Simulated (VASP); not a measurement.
A run of VASP 6.6.1 is set up as follows.

The input POSCAR:

```
Ni
1.0
   -1.3837150000      1.3837150000      1.3837150000
    1.3837150000     -1.3837150000      1.3837150000
    1.3837150000      1.3837150000     -1.3837150000
Ni
1
Direct
    0.0000000000      0.0000000000      0.0000000000
```

File INCAR.step1:

```
SYSTEM = Ni
ALGO = Normal
EDIFF = 1E-4
ENCUT = 520
GGA = PE
ISMEAR = -1
ISPIN = 2
LASPH = .True.
LCHARG = .False.
LMAXMIX = 4
LREAL = .False.
LWAVE = .True.
MAGMOM = 0.49
NBANDS = 15
NELM = 150
NUPDOWN = 0.4
PREC = Accurate
SIGMA = 0.1
```

The input INCAR.step2:

```
SYSTEM = Ni
ALGO = Normal
EDIFF = 1E-6
ENCUT = 520
ISIF = 2
ISMEAR = -1
ISPIN = 2
ISTART = 1
IVDW = 12
LASPH = .True.
LCHARG = .False.
LMAXMIX = 4
LMIXTAU = .True.
LORBIT = 11
LREAL = .False.
LWAVE = .False.
MAGMOM = 0.49
METAGGA = R2SCAN
NBANDS = 15
NELM = 150
NUPDOWN = 0.4
PREC = Accurate
SIGMA = 0.1
VDW_A1 = 0.49484001
VDW_A2 = 5.73083694
VDW_S6 = 1.0
VDW_S8 = 0.78981345
```

KPOINTS

```
k-points
0
Gamma
  15 15 15
  0 0 0
```

Potentials or basis: VASP PAW PBE potentials, release 64 (Ni).

Launch:

```console
$ cat potpaw_PBE.64/Ni/POTCAR > POTCAR
$ cp INCAR.step1 INCAR
$ mpirun -np 1 vasp_std > vasp.out
$ cp INCAR.step2 INCAR
$ mpirun -np 1 vasp_std > vasp.out
```

Question: Estimate the dispersion energy per atom.

Answer: -0.223 eV.

Question: What does it give for the pressure?

Answer: -4.2 GPa.

Caveat: the PAW data sets were made with another functional, which shifts forces and pressure a little; the total moment is fixed, so each spin has its own Fermi level.
